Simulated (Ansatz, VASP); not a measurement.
## One calculation of TaSi2, two programs

File INCAR:

```
PREC = Accurate
ENCUT = 600
EDIFF = 1E-6
ISMEAR = -1
SIGMA = 0.15
LREAL = F
LASPH = T
NELM = 100
ALGO = Normal
ISIF = 3
LWAVE = F
LCHARG = F
IBRION = 2
NSW = 80
EDIFFG = -0.001
```

KPOINTS

```
Automatic mesh
0
Gamma
  9 9 6
```

File POSCAR:

```
TaSi2
1.0
    4.7329187206      0.0000000029      0.0000000000
   -2.3664593628      4.0988278446      0.0000000000
    0.0000000000      0.0000000000      6.5184332154
Ta Si
3 6
Direct
    0.0000000000      0.5000000000      0.1666666667
    0.5000000000      0.5000000000      0.8333333333
    0.5000000000      0.0000000000      0.5000000000
    0.8406576097      0.6813152195      0.5000000000
    0.1593423903      0.8406576097      0.8333333333
    0.6813152195      0.8406576097      0.1666666667
    0.1593423903      0.3186847805      0.5000000000
    0.8406576097      0.1593423903      0.8333333333
    0.3186847805      0.1593423903      0.1666666667
```

Input for Ansatz:

```yaml
crystal:
  lattice:
    - [4.7329187206, 2.9e-09, 0.0]
    - [-2.3664593628, 4.0988278446, 0.0]
    - [0.0, 0.0, 6.5184332154]
  atoms:
    - { symbol: Ta, position: [0.0, 0.5, 0.1666666667] }
    - { symbol: Ta, position: [0.5, 0.5, 0.8333333333] }
    - { symbol: Ta, position: [0.5, 0.0, 0.5] }
    - { symbol: Si, position: [0.8406576097, 0.6813152195, 0.5] }
    - { symbol: Si, position: [0.1593423903, 0.8406576097, 0.8333333333] }
    - { symbol: Si, position: [0.6813152195, 0.8406576097, 0.1666666667] }
    - { symbol: Si, position: [0.1593423903, 0.3186847805, 0.5] }
    - { symbol: Si, position: [0.8406576097, 0.1593423903, 0.8333333333] }
    - { symbol: Si, position: [0.3186847805, 0.1593423903, 0.1666666667] }
basis:
  ecutwfc: 420
kpoints:
  mp_grid: { grid: [9, 9, 6] }
hamiltonian:
  xc: lda
  pseudopotentials: { kind: paw, azcp: { folder: soft_1 } }
scf:
  occupations: { method: fermi_dirac, width: 0.15 }
output:
  forces: true
  stress: true
  eigenvalues: true
relax:
  adjacent_minimum: "off"
  f_tol: 0.001
  max_steps: 60
  cell: { stress_tol: 0.01 }
```

Alike in both runs: task relaxation of cell and atoms; functional LDA; k mesh 9 × 9 × 6; occupations fermi-dirac, width 0.15 eV; no spin polarisation.

|  | VASP | Ansatz |
| --- | --- | --- |
| version | VASP 6.6.1 | Ansatz 0.2.0 |
| potentials or method | VASP PAW LDA potentials, release 64 (Ta_pv, Si), cutoff 600 eV | scalar-relativistic, plane waves, PAW |
| valence electrons in the cell | 57 | 63 |

Ansatz gave:

| Property | Result |
| --- | --- |
| gap on the k mesh at the Fermi level, each at its own relaxed structure (eV) | none |
| relaxed volume (Å³/atom) | 14.06 |
| relaxed length of the cell vector where the two differ most in proportion (Å) | 4.731 |

**Question.** Estimate VASP's values.

**Answer.** gap on the k mesh at the Fermi level, each at its own relaxed structure (eV): none; relaxed volume (Å³/atom): 14.10; relaxed length of the cell vector where the two differ most in proportion (Å): 4.735.

Ansatz warns that its potentials were made for another functional, while VASP's fit it. LDA's correlation is that of Perdew and Zunger in VASP and of Perdew and Wang (1992) in Ansatz. A gap of «none» marks a metal or a gap that the smearing closes. VASP's potentials hold 57 valence electrons a cell and Ansatz's 63, so a difference there can come from the potentials and not from the codes.

Spin-orbit coupling is off throughout.
